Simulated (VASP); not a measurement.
# Si2C3 (P6/mmm) in VASP: a series of runs, part 2 of 2

VASP 6.6.1. Earlier steps stand in the parts before.

### 5 Single point, PBE

This run uses another cell than the first one, of 11.89 Å³/atom.

INCAR reads:

```
  PREC = Accurate
  ENCUT = 520
  EDIFF = 1E-6
  ISMEAR = 0
  SIGMA = 0.1
  LREAL = False
  LASPH = True
  NELM = 80
  ALGO = Normal
  ISIF = 2
  LWAVE = False
  LCHARG = False
  GGA = PE
  NBANDS = 18
```

KPOINTS reads:

```
Automatic mesh
0
Gamma
  18 18 4
```

POSCAR reads:

```
Si2C3
1.0
    2.8090061969      0.0000000000      0.0000000000
   -1.4045030985      2.4326707259      0.0000000000
    0.0000000000      0.0000000000      8.7014323985
Si C
2 3
Direct
    0.0000000000      0.0000000000      0.8546826515
    0.0000000000      0.0000000000      0.1453173485
    0.0000000000      0.0000000000      0.3533701097
    0.0000000000      0.0000000000      0.5000000000
    0.0000000000      0.0000000000      0.6466298903
```

Potentials or basis: VASP PAW PBE potentials, release 64 (Si, C).

Command:

```
$ cat potpaw_PBE.64/Si/POTCAR potpaw_PBE.64/C/POTCAR > POTCAR
$ mpirun -np 1 vasp_std > vasp.out
```

OUTCAR:

```text
PREC = Accurate
   ENCUT = 520
   EDIFF = 1E-6
   ISMEAR = 0
   LREAL = False
   LASPH = True
   NELM = 80
   ISIF = 2
   GGA = PE

 ion  position               nearest neighbor table
   1  0.000  0.000  0.855-   5 1.81   2 2.53
   2  0.000  0.000  0.145-   3 1.81   1 2.53
   3  0.000  0.000  0.353-   4 1.28   2 1.81
   4  0.000  0.000  0.500-   3 1.28   5 1.28
   5  0.000  0.000  0.647-   4 1.28   1 1.81

  LATTYP: Found a hexagonal cell.
 ALAT       =     2.8090061969
 C/A-ratio  =     3.0976907093

  Lattice vectors:

 A1 = (   2.8090061969,   0.0000000000,   0.0000000000)
 A2 = (  -1.4045030985,   2.4326707259,   0.0000000000)
 A3 = (   0.0000000000,   0.0000000000,   8.7014323985)

Analysis of symmetry for initial positions (statically):
=====================================================================
 Subroutine PRICEL returns:
 Original cell was already a primitive cell.

 Routine SETGRP: Setting up the symmetry group for a
 hexagonal supercell.

 Subroutine GETGRP returns: Found 24 space group operations
 (whereof 24 operations were pure point group operations)
 out of a pool of 24 trial point group operations.

The static configuration has the point symmetry D_6h.

Analysis of symmetry for dynamics (positions and initial velocities):
=====================================================================
 Subroutine PRICEL returns:
 Original cell was already a primitive cell.

 Routine SETGRP: Setting up the symmetry group for a
 hexagonal supercell.

 Subroutine GETGRP returns: Found 24 space group operations
 (whereof 24 operations were pure point group operations)
 out of a pool of 24 trial point group operations.

The dynamic configuration has the point symmetry D_6h.

 Subroutine INISYM returns: Found 24 space group operations
 (whereof 24 operations are pure point group operations),
[... 122 lines left out ...]
     AMIX_MAG =   1.60;   BMIX_MAG =  1.00
  volume/ion in A,a.u.               =      11.89        80.25
  Fermi-wavevector in a.u.,A,eV,Ry     =   1.138525  2.151500 17.636405  1.296239
  Thomas-Fermi vector in A             =   2.275229
   LORBIT       =      0    0 simple, 1 ext, 2 COOP (PROOUT), +10 PAW based schemes
   GGA     = PE    functional components
   LHFCALC =     F    Hartree Fock is set to
   AEXX    =    0.0000 exact exchange contribution
   IVDW    =     0    specifies the selected vdW correction
   LEPSILON=     F    determine dielectric tensor
   LRPA    =     F    only Hartree local field effects (RPA)
 non-spin polarized calculation
 Gauss-broadening in eV      SIGMA  =   0.10
  energy-cutoff  :      520.00
  volume of cell :       59.46
 maximum number of plane-waves:      1617
 NGX is ok and might be reduce to    24
   NGX = 11   NGY = 11   NGZ = 33

 number of electron      19.9999999 magnetization

 Free energy of the ion-electron system (eV)
  ---------------------------------------------------
  ext. energy  EPLUGINS =         0.00000000
  ---------------------------------------------------
  free energy    TOTEN  =       -32.75065216 eV

  energy without entropy =      -32.74069748  energy(sigma->0) =      -32.74567482

 E-fermi :   6.2574     XC(G=0): -10.7066

 val. band max:        6.2492813981   @ k =   0.1667   0.0556   0.2500
 cond. band min:       6.2701255415   @ k =   0.2222   0.2222   0.5000
 fundamental gap:      0.0208441435
 Fermi energy:         6.2574194645

 k-point     1 :       0.0000    0.0000    0.0000
  band No.  band energies     occupation
      1     -10.3233      2.00000
      2      -7.7896      2.00000
      3      -6.3577      2.00000
      4      -3.8804      2.00000
      5      -1.7863      2.00000
      6       2.3228      2.00000
[... 481 lines left out ...]
      5      -0.3115      2.00000
      6       1.0079      2.00000
[... 10 lines left out ...]
     17      13.0699      0.00000
     18      15.2675      0.00000

 [... further k-points ...]

------------------------ aborting loop because EDIFF is reached ----------------------------------------

  FORCE on cell =-STRESS in cart. coord.  units (eV):
  Direction    XX          YY          ZZ          XY          YZ          ZX
  --------------------------------------------------------------------------------------
  -------------------------------------------------------------------------------------
  Total       -0.0367561     -0.0367561      0.0049740      0.0000000     -0.0000000      0.0000000
  in kB       -0.9904062     -0.9904062      0.1340255      0.0000000     -0.0000000      0.0000000
  external PRESSURE =      -0.6155956 kB  Pullay stress =       0.0000000 kB

 VOLUME and BASIS-vectors are now :
 -----------------------------------------------------------------------------
  energy-cutoff  :      520.00
  volume of cell :       59.46
      direct lattice vectors                 reciprocal lattice vectors
     2.809006197  0.000000000  0.000000000     0.355997791  0.205535420  0.000000000
    -1.404503098  2.432670726  0.000000000     0.000000000  0.411070841  0.000000000
     0.000000000  0.000000000  8.701432398     0.000000000  0.000000000  0.114923607

 POSITION                                       TOTAL-FORCE (eV/Angst)
 -----------------------------------------------------------------------------------
      0.00000      0.00000      7.43696        -0.000000     -0.000000     -0.011998
      0.00000      0.00000      1.26447         0.000000      0.000000      0.011998
      0.00000      0.00000      3.07483        -0.000000      0.000000     -0.037336
      0.00000      0.00000      4.35072        -0.000000      0.000000      0.000000
      0.00000      0.00000      5.62661        -0.000000     -0.000000      0.037336
 -----------------------------------------------------------------------------------
    total drift:                               -0.000000      0.000000     -0.000000

  FREE ENERGIE OF THE ION-ELECTRON SYSTEM (eV)
  ---------------------------------------------------
  free  energy   TOTEN  =       -32.7506521560 eV

  energy  without entropy=      -32.7406974775  energy(sigma->0) =      -32.74567482
```

stdout:

```text
POSCAR found type information on POSCAR SiC
 POSCAR found :  2 types and       5 ions
 scaLAPACK will be used
 LDA part: xc-table for (Slater+PW92), standard interpolation
 POSCAR, INCAR and KPOINTS ok, starting setup
 FFT: planning ... GRIDC
 FFT: planning ... GRID_SOFT
 FFT: planning ... GRID
 WAVECAR not read
 entering main loop
```

It took 42 s on 1 thread of Intel Xeon 6975P-C (Granite Rapids), shared host; peak memory 0.24 GiB.

Results:

| Item | Value |
| --- | --- |
| Free energy | -32.7507 eV |
| Pressure | -0.1 GPa |
| Largest force | 0.037 eV/Å |
| Band gap on the k mesh | zero (bands 10 and 11 overlap by 5.38 eV) |

Forces on the atoms (eV/Å):
```
Si   0.000  0.000 -0.012
Si   0.000  0.000  0.012
C    0.000  0.000 -0.037
C    0.000  0.000  0.000
C    0.000  0.000  0.037
```

Stress tensor (GPa, compression positive):
```
-0.10  0.00  0.00
 0.00 -0.10  0.00
 0.00  0.00  0.01
```

### 6 The runs side by side

| task | cell | k mesh | cutoff (eV) | smearing | gap on the mesh (eV) | pressure (GPa) | largest force (eV/Å) |
| --- | --- | --- | --- | --- | --- | --- | --- |
| relaxation of cell and atoms | relaxed from a = 2.568, b = 2.568, c = 12.056 Å, angles 90.0, 90.0, 120.0°, 5 atoms, atomic positions A | 6 × 6 × 2 | 600 | gaussian 0.1 eV | none | 0.0 | 0.03 |
| single point | a = 2.807, b = 2.807, c = 17.446 Å, angles 90.0, 90.0, 120.0°, 10 atoms, atomic positions B | 12 × 12 × 2 | 520 | gaussian 0.2 eV | none | -0.1 | 0.14 |
| single point | a = 2.807, b = 2.807, c = 8.723 Å, angles 90.0, 90.0, 120.0°, 5 atoms, atomic positions C | 18 × 18 × 6 | 520 | gaussian 0.1 eV | none | 0.0 | 0.04 |
| single point | a = 2.809, b = 2.809, c = 8.701 Å, angles 90.0, 90.0, 120.0°, 5 atoms, atomic positions C | 18 × 18 × 4 | 520 | gaussian 0.1 eV | none | -0.1 | 0.04 |

Alike in all rows: level PBE; potentials or basis VASP PAW PBE potentials, release 64 (Si, C); no spin polarisation.

Caveats: some runs use coarse meshes; a cell axis changed by over 15 % at a fixed basis, so the end point is rough (at least some runs).

Total energies depend on the potentials used, so only differences within one code and one set of settings carry meaning.
